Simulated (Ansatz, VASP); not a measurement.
# CuO in VASP and in Ansatz

```
Cu O
1.0
     2.08142   -2.08242    0.16297
     2.08142    2.08242    0.16297
    -0.40353    0.00000    5.13527
Cu O
2 2
Cartesian
  1.0407 1.0412 0.0815
  0.8389 -1.0412 2.6491
  1.9805 0.4497 0.9968
  1.7788 0.0003 4.0144
```

Alike in both runs: task single point; functional PBE; k mesh 16 × 16 × 10; occupations gaussian, width 0.15 eV; no spin polarisation.

```csv
,VASP,Ansatz
version,VASP 6.6.1,Ansatz 0.2.0
potentials or method,"VASP PAW PBE potentials, release 64 (Cu, O), cutoff 520 eV","scalar-relativistic, plane waves, PAW"
valence electrons in the cell,34,50
```

Ansatz gave:

```
gap on the k mesh at the Fermi level (eV) : none
rms of the force components (eV/Å)        : 7.682
```

Which values does VASP return?

gap on the k mesh at the Fermi level (eV): none; rms of the force components (eV/Å): 7.635.

Atom by atom the forces differ by 0.055 eV/Å (rms over components). A gap of «none» marks a metal or a gap that the smearing closes. With one functional, cell and mesh, what is left measures potentials, basis and numerics. VASP's potentials hold 34 valence electrons a cell and Ansatz's 50, so a difference there can come from the potentials and not from the codes.
